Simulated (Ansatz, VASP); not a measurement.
## Two plane-wave programs on LiTaBe2N3

```xyz
7
Lattice="3.8359 0.0000 0.0000 -1.9180 3.3220 0.0000 0.0000 0.0000 6.3537" Properties=species:S:1:pos:R:3 pbc="T T T"
Li    1.9180    1.1073    3.1768
Ta    1.9180    1.1073    0.0000
Be    0.0000    2.2147    0.0000
Be    0.0000    2.2147    3.1768
N     0.0000    0.0000    0.0000
N     0.0000    0.0000    3.8250
N     0.0000    0.0000    2.5286
```

Alike in both runs: functional PBE; k mesh 4 × 4 × 2; occupations gaussian, width 0.15 eV; no spin polarisation.

Ansatz relaxed the structure, and its values are those at the end. VASP's run is a single point on that final structure, the one shown.

|  | VASP | Ansatz |
| --- | --- | --- |
| version | VASP 6.6.1 | Ansatz 0.2.0 |
| potentials or method | VASP PAW PBE potentials, release 64 (Li_sv, Ta_pv, Be, N), cutoff 750 eV | scalar-relativistic, plane waves, PAW |
| valence electrons in the cell | 33 | 35 |

Ansatz gave:

```
gap on the k mesh at the Fermi level (eV) : none
pressure (GPa)                            : -0.2
rms of the force components (eV/Å)        : 0.019
```

Estimate VASP's values.

gap on the k mesh at the Fermi level (eV): none; pressure (GPa): -0.1; rms of the force components (eV/Å): 0.090.

A gap of «none» marks a metal or a gap that the smearing closes. VASP's potentials hold 33 valence electrons a cell and Ansatz's 35, so a difference there can come from the potentials and not from the codes.

The k mesh is coarse, so the values compare programs but aren't converged. Neither program's run includes spin-orbit coupling.
